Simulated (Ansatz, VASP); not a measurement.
TaN in VASP and in Ansatz

```
CELL_PARAMETERS angstrom
3.04800 0.00000 0.00000
-1.52400 2.63965 0.00000
0.00000 0.00000 4.86882
ATOMIC_POSITIONS crystal
Ta 0.00000 0.00000 0.00000
Ta 0.00000 0.00000 0.50000
N 0.33333 0.66667 0.25000
N 0.66667 0.33333 0.75000
```

Change from the starting cell: zz strain of -1 %.

Alike in both runs: task single point; functional PBEsol; k mesh 9 × 9 × 5; occupations fermi-dirac, width 0.01 eV; no spin polarisation.

```csv
,VASP,Ansatz
version,VASP 6.6.1,Ansatz 0.2.0
potentials or method,"VASP PAW PBE potentials, release 64 (Ta_pv, N), cutoff 520 eV","all-electron LAPW, scalar-relativistic"
```

Ansatz gave:

| Item | Value |
| --- | --- |
| pressure (GPa) | 54.5 |
| traceless stress, the component that is largest in VASP (GPa) | 58.53 |

Task: What did VASP give for the same quantities?

Result: Pressure (GPa): 56.9; traceless stress, the component that is largest in VASP (GPa): 59.46.

VASP's potentials were made for PBE, not for PBEsol. Both programs put the cell under a high pressure, so it lies far from rest at this level. Ansatz ran all-electron here, and VASP with PAW potentials.

Neither program's run includes spin-orbit coupling.
